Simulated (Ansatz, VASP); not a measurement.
One calculation of TaN, two programs

Contents of POSCAR:

```
TaN
1.0
    0.0000000000      2.1790000000      2.1790000000
    2.1790000000      0.0000000000      2.1790000000
    2.1790000000      2.1790000000      0.0000000000
Ta N
1 1
Direct
    0.5000000000      0.5000000000      0.5000000000
   -0.2065167508      0.0000000000      0.0000000000
```

INCAR.step1

```
PREC     = Accurate       # precision mode
ENCUT    = 520            # plane-wave cutoff, eV
ISMEAR   = 0              # smearing method
SIGMA    = 0.15           # smearing width, eV
LREAL    = F              # projectors in reciprocal space
LASPH    = T              # aspherical terms in the spheres
NELM     = 60             # most SCF steps
NBANDS   = 15             # bands
GGA      = PE             # functional
ALGO     = Normal         # electronic algorithm
EDIFF    = 1E-4           # SCF threshold, eV
LWAVE    = T              # write WAVECAR
LCHARG   = F              # write CHGCAR
```

Contents of INCAR.step2:

```
PREC     = Accurate       # precision mode
ENCUT    = 520            # plane-wave cutoff, eV
EDIFF    = 1E-6           # SCF threshold, eV
ISMEAR   = 0              # smearing method
SIGMA    = 0.15           # smearing width, eV
LREAL    = F              # projectors in reciprocal space
LASPH    = T              # aspherical terms in the spheres
NELM     = 60             # most SCF steps
ALGO     = Normal         # electronic algorithm
ISIF     = 2              # what is computed and relaxed
LWAVE    = F              # write WAVECAR
LCHARG   = F              # write CHGCAR
METAGGA  = R2SCAN         # meta-GGA
LMIXTAU  = T            
NBANDS   = 15             # bands
ISTART   = 1
```

KPOINTS

```
regular mesh
0
Gamma
  18 18 18
```

Input for Ansatz:

```yaml
crystal:
  lattice:
    - [0.0, 2.179, 2.179]
    - [2.179, 0.0, 2.179]
    - [2.179, 2.179, 0.0]
  atoms:
    - { symbol: Ta, position: [0.5, 0.5, 0.5] }
    - { symbol: "N", position: [-0.2065167508, 0.0, 0.0] }
basis:
  ecutwfc: 500
kpoints:
  mp_grid: { grid: [18, 18, 18] }
hamiltonian:
  xc: r2scan
scf:
  occupations: { method: gaussian, width: 0.15 }
output:
  forces: true
  stress: true
  eigenvalues: true
```

Alike in both runs: task single point; functional r2SCAN; k mesh 18 × 18 × 18; occupations gaussian, width 0.15 eV; no spin polarisation.

```csv
,VASP,Ansatz
version,VASP 6.6.1,Ansatz 0.2.0
potentials or method,"VASP PAW PBE potentials, release 64 (Ta_pv, N), cutoff 520 eV","scalar-relativistic, plane waves, PAW"
valence electrons in the cell,16,18
```

Ansatz gave:

| Quantity | Value |
| --- | --- |
| gap on the k mesh at the Fermi level (eV) | none |
| rms of the force components (eV/Å) | 4.949 |

Problem. What did VASP give for the same quantities?

Solution. gap on the k mesh at the Fermi level (eV): none; rms of the force components (eV/Å): 5.073.

VASP's potentials were made for PBE, not for r2SCAN. Atom by atom the forces differ by 0.124 eV/Å (rms over components). A gap of «none» marks a metal or a gap that the smearing closes. VASP's potentials hold 16 valence electrons a cell and Ansatz's 18, so a difference there can come from the potentials and not from the codes.

Spin-orbit coupling is off throughout.
